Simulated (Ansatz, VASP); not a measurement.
GaN in VASP and in Ansatz

Contents of INCAR:

```
SYSTEM = GaN
AGGAC = 1.0
AGGAX = 1.0
ALDAC = 0.0
ALDAX = 1.0
ALGO = Normal
EDIFF = 1E-6
ENCUT = 910
GGA = B5
GGA_COMPAT = .False.
ISIF = 2
ISMEAR = -1
IVDW = 12
LASPH = .True.
LCHARG = .False.
LREAL = .False.
LWAVE = .False.
NBANDS = 16
NELM = 120
PREC = Accurate
SIGMA = 0.05
VDW_A1 = 0.4298
VDW_A2 = 4.2359
VDW_S6 = 1.0
VDW_S8 = 2.6996
```

The input KPOINTS:

```
k-points
0
Gamma
  10 10 10
  0 0 0
```

The input POSCAR:

```
GaN
1.0
    0.0000000000      2.2831553320      2.2831553320
    2.2831553320      0.0000000000      2.2831553320
    2.2831553320      2.2831553320      0.0000000000
Ga N
1 1
Direct
    0.0000000000      0.0000000000      0.0000000000
    0.2500000000      0.2500000000      0.2500000000
```

The input input.yaml:

```yaml
crystal:
  lattice:
    - [0.0, 2.283155332, 2.283155332]
    - [2.283155332, 0.0, 2.283155332]
    - [2.283155332, 2.283155332, 0.0]
  atoms:
    - { symbol: Ga, position: [0.0, 0.0, 0.0] }
    - { symbol: "N", position: [0.25, 0.25, 0.25] }
hamiltonian:
  xc: blyp
  pseudopotentials: { kind: paw }
  dispersion: d3bj
kpoints:
  mp_grid: { grid: [10, 10, 10] }
scf:
  occupations: { method: fermi_dirac, width: 0.05 }
output:
  forces: true
  stress: true
  eigenvalues: true
```

Alike in both runs: task single point; functional BLYP; dispersion D3(BJ); k mesh 10 × 10 × 10; occupations fermi-dirac, width 0.05 eV; no spin polarisation.

```csv
,VASP,Ansatz
version,VASP 6.6.1,Ansatz 0.2.0
potentials or method,"VASP PAW PBE potentials, release 64 (Ga_d, N_h)",Ansatz PAW
plane-wave cutoff (eV),910,420
valence electrons in the cell,18,18
```

```csv
,VASP,Ansatz,Ansatz less VASP
gap on the k mesh at the Fermi level (eV),1.55,1.56,+0.004
least direct gap on the mesh (eV),1.55,1.56,+0.004
```

VASP's potentials were made for PBE, not for BLYP.

Noted on VASP's run: the cutoff is short for stress, so the pressure is rough.
